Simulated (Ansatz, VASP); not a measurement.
**One calculation of In, two programs**

INCAR

```
PREC = Accurate ; ENCUT = 520
EDIFF = 1E-6 ; ISMEAR = -1
SIGMA = 0.05 ; LREAL = False
LASPH = True ; NELM = 80
ALGO = Normal ; ISIF = 2
LWAVE = False ; LCHARG = False
GGA = CA ; NBANDS = 12
```

The input KPOINTS:

```
regular mesh
0
Gamma
  12 12 14
```

The input POSCAR:

```
In
1.0
   -1.6056495000      1.6303890000      2.4739500000
    1.6303890000     -1.6056495000      2.4739500000
    1.6219110000      1.6219110000     -2.4576885000
In
1
Direct
    0.0000000000      0.0000000000      0.0000000000
```

Input for Ansatz:

```yaml
crystal:
  lattice:
    - [-1.6056495, 1.630389, 2.47395]
    - [1.630389, -1.6056495, 2.47395]
    - [1.621911, 1.621911, -2.4576885]
  atoms:
    - { symbol: In, position: [0.0, 0.0, 0.0] }
kpoints:
  mp_grid: { grid: [12, 12, 14] }
  band_path:
    path:
      - [0.0, 0.0, 0.0]
      - [0.5, 0.5, -0.5]
      - [0.7811816041, 0.2188183959, -0.5]
      - [0.2188183959, -0.2188183959, -0.5]
      - [0.0, 0.0, -0.5]
      - [0.0, 0.0, 0.0]
      - [0.5, -0.5, 0.0]
      - [0.5, 0.0, -0.5]
      - [0.0, 0.0, 0.0]
    npoints: 5
scf:
  occupations: { method: fermi_dirac, width: 0.05 }
hamiltonian:
  xc: lda
  pseudopotentials: { kind: all_electron, lapw: { basis_error: 0.001 } }
output:
  forces: true
  stress: true
  eigenvalues: true
```

Change from the starting cell: equal xy, yz and zx shear strains of +1 %.

Alike in both runs: task single point; functional LDA; k mesh 12 × 12 × 14; occupations fermi-dirac, width 0.05 eV; no spin polarisation.

|  | VASP | Ansatz |
| --- | --- | --- |
| version | VASP 6.6.1 | Ansatz 0.2.0 |
| potentials or method | VASP PAW LDA potentials, release 64 (In_d), cutoff 520 eV | all-electron LAPW, scalar-relativistic |

```tsv
	VASP	Ansatz	Ansatz less VASP
pressure (GPa)	-2.5	-2.5	+0.01
traceless stress, the component that is largest in VASP (GPa)	-0.28	-0.27	+0.015
```

LDA's correlation is that of Perdew and Zunger in VASP and of Perdew and Wang (1992) in Ansatz. Ansatz ran all-electron here, and VASP with PAW potentials.
